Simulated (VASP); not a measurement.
A run of VASP 6.6.1 is set up as follows.

Contents of INCAR:

```
SYSTEM = Pt
ALGO = Normal
EDIFF = 1E-6
ENCUT = 520
GGA = PE
ISIF = 2
ISMEAR = 0
LASPH = .TRUE.
LCHARG = .FALSE.
LREAL = .FALSE.
LWAVE = .FALSE.
NBANDS = 11
NELM = 60
PREC = Accurate
SIGMA = 0.1
```

Contents of KPOINTS:

```
k-points
0
G
  8 8 8
  0 0 0
```

File POSCAR:

```
Pt
1.0
    0.0000000000      1.8885497552      1.8885497552
    1.8885497552      0.0000000000      1.8885497552
    1.8885497552      1.8885497552      0.0000000000
Pt
1
Direct
    0.0000000000      0.0000000000      0.0000000000
```

Potentials or basis: VASP PAW PBE potentials, release 64 (Pt).

Run with:

```bash
$ cat potpaw_PBE.64/Pt/POTCAR > POTCAR
$ mpirun -np 1 vasp_std > vasp.out
```

Q: Predict the band gap on the k mesh.

A: Zero (band 5 reaches 14.18 eV, above the bottom of band 6 at 11.47 eV).

Q: What does it give for the pressure?

A: 54.2 GPa.

Caveat: the k points lie up to 0.36 Å⁻¹ apart; spin-orbit coupling is left out, which moves the levels of the heavy elements.
